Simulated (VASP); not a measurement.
# TaGe2N3 (P6/mmm) in VASP: relaxation of cell and atoms with PBE

Aim: the relaxation of cell and atoms of TaGe2N3 with PBE.

All numbers are computed with VASP 6.6.1; they aren't measurements. Logs are shortened: lines on timing, memory, paths and dates and some standing lists are left out, and cuts for length are marked.

## (1) The cell of the first run

The structure is hexagonal, space group P6/mmm (No. 191). The conventional cell has a = 5.388 Å, b = 5.388 Å, c = 3.746 Å, α = 90.00°, β = 90.00°, γ = 120.00°. Ta (site symmetry 6/mmm) has 2 N at 1.87 Å within 2.5 Å. Within 2.5 Å of Ge (site symmetry -6m2) lie 2 N at 1.87 Å. N (site symmetry -6m2) has 2 Ge at 1.87 Å within 2.5 Å. N (site symmetry 6/mmm) has 2 Ta at 1.87 Å within 2.5 Å.

The cell was generated, and may not be a known phase.

## (2) Relaxation of cell and atoms, PBE

The input, INCAR:

```
PREC = Accurate
ENCUT = 600
EDIFF = 1E-7
ISMEAR = 0
SIGMA = 0.1
LREAL = False
LASPH = True
NELM = 100
ALGO = Fast
ISIF = 3
LWAVE = False
LCHARG = False
GGA = PE
IBRION = 2
NSW = 100
EDIFFG = -0.01
```

The input, KPOINTS:

```
regular mesh
0
Gamma
  9 9 10
```

The input, POSCAR:

```
TaGe2N3
1.0
    5.3877319671      0.0000000000      0.0000000000
   -2.6938659836      4.6659127522      0.0000000000
    0.0000000000      0.0000000000      3.7462929238
Ta Ge N
1 2 3
Direct
    0.0000000000      0.0000000000      0.0000000000
    0.3333333333      0.6666666667      0.0000000000
    0.6666666667      0.3333333333      0.0000000000
    0.3333333333      0.6666666667      0.5000000000
    0.6666666667      0.3333333333      0.5000000000
    0.0000000000      0.0000000000      0.5000000000
```

Potentials or basis: VASP PAW PBE potentials, release 64 (Ta_pv, Ge_d, N).

Started as:

```
> cat potpaw_PBE.64/Ta_pv/POTCAR potpaw_PBE.64/Ge_d/POTCAR potpaw_PBE.64/N/POTCAR > POTCAR
> mpirun -np 1 vasp_std > vasp.out
```

OUTCAR:

```text
PREC = Accurate
   ENCUT = 600
   EDIFF = 1E-7
   ISMEAR = 0
   LREAL = False
   LASPH = True
   NELM = 100
   ISIF = 3
   GGA = PE
   IBRION = 2
   NSW = 100
   EDIFFG = -0.01

 ion  position               nearest neighbor table
   1  0.000  0.000  0.000-   6 1.87   6 1.87   2 3.11   3 3.11   2 3.11   3 3.11   3 3.11   2 3.11

   2  0.333  0.667  0.000-   4 1.87   4 1.87   1 3.11   1 3.11   1 3.11
   3  0.667  0.333  0.000-   5 1.87   5 1.87   1 3.11   1 3.11   1 3.11
   4  0.333  0.667  0.500-   2 1.87   2 1.87
   5  0.667  0.333  0.500-   3 1.87   3 1.87
   6  0.000  0.000  0.500-   1 1.87   1 1.87

  LATTYP: Found a hexagonal cell.
 ALAT       =     5.3877319671
 C/A-ratio  =     0.6953376572

  Lattice vectors:

 A1 = (   5.3877319671,   0.0000000000,   0.0000000000)
 A2 = (  -2.6938659836,   4.6659127522,   0.0000000000)
 A3 = (   0.0000000000,   0.0000000000,   3.7462929238)

Analysis of symmetry for initial positions (statically):
=====================================================================
 Subroutine PRICEL returns:
 Original cell was already a primitive cell.

 Routine SETGRP: Setting up the symmetry group for a
 hexagonal supercell.

 Subroutine GETGRP returns: Found 24 space group operations
 (whereof 24 operations were pure point group operations)
 out of a pool of 24 trial point group operations.

The static configuration has the point symmetry D_6h.

Analysis of symmetry for dynamics (positions and initial velocities):
=====================================================================
 Subroutine PRICEL returns:
 Original cell was already a primitive cell.

 Routine SETGRP: Setting up the symmetry group for a
 hexagonal supercell.

 Subroutine GETGRP returns: Found 24 space group operations
 (whereof 24 operations were pure point group operations)
 out of a pool of 24 trial point group operations.

The dynamic configuration has the point symmetry D_6h.

 Subroutine INISYM returns: Found 24 space group operations
 (whereof 24 operations are pure point group operations),
 and found     1 'primitive' translations

----------------------------------------------------------------------------------------

                                     Primitive cell

  volume of cell :      94.1769

  direct lattice vectors                    reciprocal lattice vectors
     5.387731967  0.000000000  0.000000000     0.185606858  0.107160169  0.000000000
    -2.693865984  4.665912752  0.000000000     0.000000000  0.214320338  0.000000000
     0.000000000  0.000000000  3.746292924     0.000000000  0.000000000  0.266930542

  length of vectors
     5.387731967  5.387731967  3.746292924     0.214320338  0.214320338  0.266930542

  position of ions in fractional coordinates (direct lattice)
     0.000000000  0.000000000  0.000000000
     0.333333333  0.666666667  0.000000000
     0.666666667  0.333333333  0.000000000
     0.333333333  0.666666667  0.500000000
     0.666666667  0.333333333  0.500000000
     0.000000000  0.000000000  0.500000000

  ion indices of the primitive-cell ions
   primitive index   ion index
                 1           1
                 2           2
                 3           3
                 4           4
                 5           5
                 6           6

----------------------------------------------------------------------------------------

 KPOINTS: regular mesh

Automatic generation of k-mesh.
 Grid dimensions read from file:
 generate k-points for:    9    9   10

 Generating k-lattice:

  Cartesian coordinates                     Fractional coordinates (reciprocal lattice)
     0.020622984  0.011906685  0.000000000     0.111111111  0.000000000  0.000000000
     0.000000000  0.023813371  0.000000000     0.000000000  0.111111111  0.000000000
     0.000000000  0.000000000  0.026693054     0.000000000  0.000000000  0.100000000

  Length of vectors
     0.023813371  0.023813371  0.026693054

  Shift w.r.t. Gamma in fractional coordinates (k-lattice)
     0.000000000  0.000000000  0.000000000

 Subroutine IBZKPT returns following result:
 ===========================================

 Found     72 irreducible k-points:

 Following reciprocal coordinates:
            Coordinates               Weight
  0.000000  0.000000  0.000000      1.000000
  0.111111  0.000000  0.000000      6.000000
  0.222222  0.000000  0.000000      6.000000
  0.333333  0.000000  0.000000      6.000000
  0.444444  0.000000  0.000000      6.000000
  0.111111  0.111111  0.000000      6.000000
[... 16 lines left out ...]
  0.333333  0.222222  0.100000     24.000000
  0.333333  0.333333  0.100000      4.000000
 [... further k-points ...]
   k-points           NKPTS =     72   k-points in BZ     NKDIM =     72   number of bands    NBANDS=     32
   number of dos      NEDOS =    301   number of ions     NIONS =      6
   total plane-waves  NPLWV =  69120
   dimension x,y,z NGX =    48 NGY =   48 NGZ =   30
   dimension x,y,z NGXF=    96 NGYF=   96 NGZF=   60
   ions per type =               1   2   3
   NGX,Y,Z   is equivalent  to a cutoff of  14.81, 14.81, 13.31 a.u.
   NGXF,Y,Z  is equivalent  to a cutoff of  29.62, 29.62, 26.63 a.u.
 SYSTEM =  unknown system
   PREC   = accura    normal or accurate (medium, high low for compatibility)
   ISTART =      0    job   : 0-new  1-cont  2-samecut
   ICHARG =      2    charge: 1-file 2-atom 10-const
   ISPIN  =      1    spin polarized calculation?
   LNONCOLLINEAR =      F non collinear calculations
   LSORBIT =      F    spin-orbit coupling
   LASPH  =      T    aspherical Exc in radial PAW
   ENCUT  =  600.0 eV  44.10 Ry    6.64 a.u.  10.76 10.76  7.48*2*pi/ulx,y,z
   NELM   =    100;   NELMIN=  2; NELMDL= -5     # of ELM steps
   EDIFF  = 0.1E-06   stopping-criterion for ELM
   LREAL  =      F    real-space projection
   EDIFFG = -.1E-01   stopping-criterion for IOM
   NSW    =    100    number of steps for IOM
   IBRION =      2    ionic relax: 0-MD 1-quasi-New 2-CG
   NFREE  =      1    steps in history (QN), initial steepest desc. (CG)
   ISIF   =      3    stress and relaxation
   ISYM   =      2    0-nonsym 1-usesym 2-fastsym
   POTIM  = 0.5000    time-step for ionic-motion
   TEBEG  =    0.0;   TEEND  =   0.0 temperature during run
   PSTRESS=    0.0 pullay stress
   NELECT =      54.0000    total number of electrons
   NUPDOWN=      -1.0000    fix difference up-down
   EMIN   =  10.00;   EMAX   =-10.00  energy-range for DOS
   EFERMI =   0.00;   METHOD = LEGACY
   ISMEAR =     0;   SIGMA  =   0.10  broadening in eV -4-tet -1-fermi 0-gaus
   EFERMI_NEDOS =   21; number of points for ismear=-14 and -15
   IALGO  =     68    algorithm
   IMIX   =      4    mixing-type and parameters
     AMIX     =   0.40;   BMIX     =  1.00
     AMIX_MAG =   1.60;   BMIX_MAG =  1.00
  volume/ion in A,a.u.               =      15.70       105.92
  Fermi-wavevector in a.u.,A,eV,Ry     =   1.360060  2.570140 25.167546  1.849762
  Thomas-Fermi vector in A             =   2.486754
   LORBIT       =      0    0 simple, 1 ext, 2 COOP (PROOUT), +10 PAW based schemes
   GGA     = PE    functional components
   LHFCALC =     F    Hartree Fock is set to
   AEXX    =    0.0000 exact exchange contribution
   IVDW    =     0    specifies the selected vdW correction
   LEPSILON=     F    determine dielectric tensor
   LRPA    =     F    only Hartree local field effects (RPA)
 conjugate gradient relaxation of ions
 non-spin polarized calculation
 RMM-DIIS sequential band-by-band and
 Gauss-broadening in eV      SIGMA  =   0.10
  energy-cutoff  :      600.00
  volume of cell :       94.18
 maximum number of plane-waves:      3170
 NGX is ok and might be reduce to    48
   NGX = 21   NGY = 21   NGZ = 15

--------------------------------------- Ionic step        1  -------------------------------------------

 number of electron      53.9999991 magnetization

 Free energy of the ion-electron system (eV)
  ---------------------------------------------------
  ext. energy  EPLUGINS =         0.00000000
  ---------------------------------------------------
  free energy    TOTEN  =       -38.26096585 eV

  energy without entropy =      -38.23999540  energy(sigma->0) =      -38.25048063

------------------------ aborting loop because EDIFF is reached ----------------------------------------

  FORCE on cell =-STRESS in cart. coord.  units (eV):
  Direction    XX          YY          ZZ          XY          YZ          ZX
  --------------------------------------------------------------------------------------
  -------------------------------------------------------------------------------------
  Total       -0.1128670     -0.1128670      0.3018005      0.0000000      0.0000000      0.0000000
  in kB       -1.9201415     -1.9201415      5.1343588      0.0000000      0.0000000      0.0000000
  external PRESSURE =       0.4313586 kB  Pullay stress =       0.0000000 kB

 VOLUME and BASIS-vectors are now :
 -----------------------------------------------------------------------------
  energy-cutoff  :      600.00
  volume of cell :       94.18
      direct lattice vectors                 reciprocal lattice vectors
     5.387731967  0.000000000  0.000000000     0.185606858  0.107160169  0.000000000
    -2.693865984  4.665912752  0.000000000     0.000000000  0.214320338  0.000000000
     0.000000000  0.000000000  3.746292924     0.000000000  0.000000000  0.266930542
[... 121 lines left out ...]
 POSITION                                       TOTAL-FORCE (eV/Angst)
 -----------------------------------------------------------------------------------
     -2.68975      4.65879      0.00000        -0.000000     -0.000000      0.000000
     -0.00000      3.10586      0.00000        -0.000000      0.000000     -0.000000
      2.68975      1.55293      0.00000         0.000000      0.000000      0.000000
     -0.00000      3.10586      1.87513         0.000000     -0.000000      0.000000
      2.68975      1.55293      1.87513        -0.000000      0.000000     -0.000000
     -2.68975      4.65879      1.87513         0.000000     -0.000000      0.000000
 -----------------------------------------------------------------------------------
    total drift:                               -0.000000      0.000000      0.000000

  FREE ENERGIE OF THE ION-ELECTRON SYSTEM (eV)
  ---------------------------------------------------
  free  energy   TOTEN  =       -38.2613749543 eV

  energy  without entropy=      -38.2398438011  energy(sigma->0) =      -38.25060938

--------------------------------------- Ionic step        5  -------------------------------------------

 number of electron      53.9999987 magnetization

 Free energy of the ion-electron system (eV)
  ---------------------------------------------------
  ext. energy  EPLUGINS =         0.00000000
  ---------------------------------------------------
  free energy    TOTEN  =       -38.26146444 eV

  energy without entropy =      -38.23979525  energy(sigma->0) =      -38.25062984

 E-fermi :   3.5339     XC(G=0): -10.6680

 val. band max:        3.5314071029   @ k =   0.1111   0.0000   0.4000
 cond. band min:       3.5348686493   @ k =   0.1111   0.0000   0.0000
 fundamental gap:      0.0034615464
 Fermi energy:         3.5339082135

 k-point     1 :       0.0000    0.0000    0.0000
  band No.  band energies     occupation
      1     -31.3383      2.00000
      2     -31.3383      2.00000
      3     -31.0807      2.00000
      4     -20.7995      2.00000
      5     -20.7754      2.00000
      6     -20.7201      2.00000
[... 829 lines left out ...]
     31       5.6237      0.00000
     32       5.6237      0.00000

 [... further k-points ...]
[... 5 lines left out ...]
  --------------------------------------------------------------------------------------
  -------------------------------------------------------------------------------------
  Total       -0.0187948     -0.0187948     -0.0009163      0.0000000     -0.0000000      0.0000000
  in kB       -0.3209996     -0.3209996     -0.0156490      0.0000000     -0.0000000      0.0000000
  external PRESSURE =      -0.2192161 kB  Pullay stress =       0.0000000 kB

 VOLUME and BASIS-vectors are now :
 -----------------------------------------------------------------------------
  energy-cutoff  :      600.00
  volume of cell :       93.81
      direct lattice vectors                 reciprocal lattice vectors
     5.374184872  0.000000000  0.000000000     0.186074730  0.107430296 -0.000000000
    -2.687092436  4.654180623  0.000000000    -0.000000000  0.214860591 -0.000000000
     0.000000000  0.000000000  3.750482533    -0.000000000 -0.000000000  0.266632358

 POSITION                                       TOTAL-FORCE (eV/Angst)
 -----------------------------------------------------------------------------------
      5.37418      0.00000      0.00000         0.000000      0.000000      0.000000
     -0.00000      3.10279      0.00000         0.000000      0.000000      0.000000
      2.68709      1.55139      3.75048        -0.000000     -0.000000      0.000000
     -0.00000      3.10279      1.87524         0.000000     -0.000000      0.000000
      2.68709      1.55139      1.87524        -0.000000      0.000000     -0.000000
      5.37418      0.00000      1.87524         0.000000      0.000000      0.000000
 -----------------------------------------------------------------------------------
    total drift:                               -0.000000      0.000000      0.000000

  FREE ENERGIE OF THE ION-ELECTRON SYSTEM (eV)
  ---------------------------------------------------
  free  energy   TOTEN  =       -38.2614644387 eV

  energy  without entropy=      -38.2397952460  energy(sigma->0) =      -38.25062984

 reached required accuracy - stopping structural energy minimisation
```

Run time: 51 min. Hardware: 1 thread of Oxide Virtual Turin-like, shared host; peak memory 0.41 GiB.

Results:

```
Free energy                           : -38.2615 eV
Relaxed volume                        : 15.63 Å³/atom
Relaxed cell                          : a = 5.374 Å, b = 5.374 Å, c = 3.750 Å, α = 90.00°, β = 90.00°, γ = 120.00°
Space group after relaxing (to 0.1 Å) : P6/mmm (No. 191)
Energy gained by relaxing             : 0.1 meV/atom
Ionic steps                           : 5
Pressure after relaxing               : 0.0 GPa
Band gap on the k mesh                : zero (bands 27 and 28 overlap by 0.83 eV)
```

The path:
```csv
step,energy change (eV),largest force (eV/Å),pressure (GPa),volume (Å³)
1,0.0000,0.0000,0.04,94.18
2,0.0002,0.0000,-0.53,94.23
3,-0.0002,0.0000,-0.19,94.20
4,-0.0004,0.0000,-0.10,93.99
5,-0.0005,0.0000,-0.02,93.81
```

Final structure:
```
Ta Ge N
1.0
     5.37418    0.00000    0.00000
    -2.68709    4.65418    0.00000
     0.00000    0.00000    3.75048
Ta Ge N
1 2 3
Direct
  0.00000 0.00000 0.00000
  0.33333 0.66667 0.00000
  0.66667 0.33333 0.00000
  0.33333 0.66667 0.50000
  0.66667 0.33333 0.50000
  0.00000 0.00000 0.50000
```

Caveat: spin-orbit coupling is left out, which moves the levels of the heavy elements.
